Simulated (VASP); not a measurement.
PbS:

```xyz
4
Lattice="2.0569 -3.5658 0.0000 2.0569 3.5658 0.0000 0.0000 0.0000 7.5599" Properties=species:S:1:pos:R:3 pbc="T T T"
Pb    2.0569    3.5585    3.6797
Pb    2.0569   -3.5585    7.4596
S     2.0569   -1.1920    5.2350
S     2.0569    1.1920    1.4550
```

- Program: VASP 6.6.1
- Task: relaxation of cell and atoms
- Functional: LDA
- Potentials or basis: VASP PAW LDA potentials, release 64 (Pb_d, S)
- Cutoff: 500 eV
- k mesh: 5 × 5 × 3
- Occupations: gaussian, width 0.01 eV
- Spin: no spin polarisation

At the start: pressure -3.4 GPa; volume 27.72 Å³/atom.

Task: How do energy, volume and symmetry change on relaxing?

Result: Over 18 steps the energy falls by 25.1 meV/atom and the volume is 25.43 Å³/atom (-8.3 %); space group P6_3mc (No. 186, to 0.05 Å).

The path:
```
step  energy change (eV)  largest force (eV/Å)  pressure (GPa)  volume (Å³)
   1              0.0000                0.0705           -3.37       110.90
   2             -0.0621                0.2771            1.52       101.81
   3             -0.0742                0.1724           -0.05       104.28
   4             -0.0792                0.1471           -0.03       103.93
   5             -0.0894                0.0822            0.07       102.87
   6             -0.0907                0.0207            0.50       100.79
   7             -0.0928                0.0308            0.28       101.63
   8             -0.0974                0.0042           -0.35       102.51
   9             -0.0976                0.0063           -0.46       102.67
  10             -0.1000                0.0153           -0.03       101.97
  11             -0.1000                0.0157           -0.02       101.95
  12             -0.1001                0.0148            0.01       101.86
  13             -0.1001                0.0163            0.08       101.70
  14             -0.1002                0.0145            0.03       101.75
  15             -0.1002                0.0130           -0.02       101.80
  16             -0.1002                0.0127           -0.03       101.81
  17             -0.1003                0.0095           -0.02       101.79
  18             -0.1004                0.0053           -0.01       101.73
```

Final structure:
```cif
data_structure
_symmetry_space_group_name_H-M 'P 1'
_symmetry_Int_Tables_number 1
_cell_length_a 4.0286
_cell_length_b 4.0286
_cell_length_c 7.2407
_cell_angle_alpha 90.000
_cell_angle_beta 90.000
_cell_angle_gamma 120.041
_cell_volume 101.73
loop_
_atom_site_label
_atom_site_type_symbol
_atom_site_fract_x
_atom_site_fract_y
_atom_site_fract_z
_atom_site_occupancy
Pb1 Pb 0.00027 0.99973 0.47455 1
Pb2 Pb 0.99973 0.00027 0.97455 1
S1 S 0.66675 0.33325 0.70465 1
S2 S 0.33325 0.66675 0.20465 1
```
